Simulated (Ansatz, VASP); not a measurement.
# LiSe2: VASP beside Ansatz

```
CELL_PARAMETERS angstrom
2.04484 1.18059 4.76646
-2.04484 1.18059 4.76646
0.00000 -2.36118 4.76646
ATOMIC_POSITIONS crystal
Li 0.00121 0.00121 0.00121
Se 0.74891 0.74891 0.74891
Se 0.58319 0.58319 0.58319
```

Alike in both runs: functional PBE; k mesh 6 × 6 × 6; occupations gaussian, width 0.1 eV; no spin polarisation.

Ansatz relaxed the structure, and its values are those at the end. VASP's run is a single point on that final structure, the one shown.

```csv
,VASP,Ansatz
version,VASP 6.6.1,Ansatz 0.2.0
potentials or method,"VASP PAW PBE potentials, release 64 (Li_sv, Se), cutoff 520 eV","scalar-relativistic, plane waves, PAW"
valence electrons in the cell,15,35
```

```csv
,VASP,Ansatz,Ansatz less VASP
gap on the k mesh at the Fermi level (eV),none,none,-
rms of the force components (eV/Å),0.016,0.005,-0.0115
```

A gap of «none» marks a metal or a gap that the smearing closes. VASP's potentials hold 15 valence electrons a cell and Ansatz's 35, so a difference there can come from the potentials and not from the codes.

Noted on VASP's run: the cutoff is short for stress, so the pressure is rough.
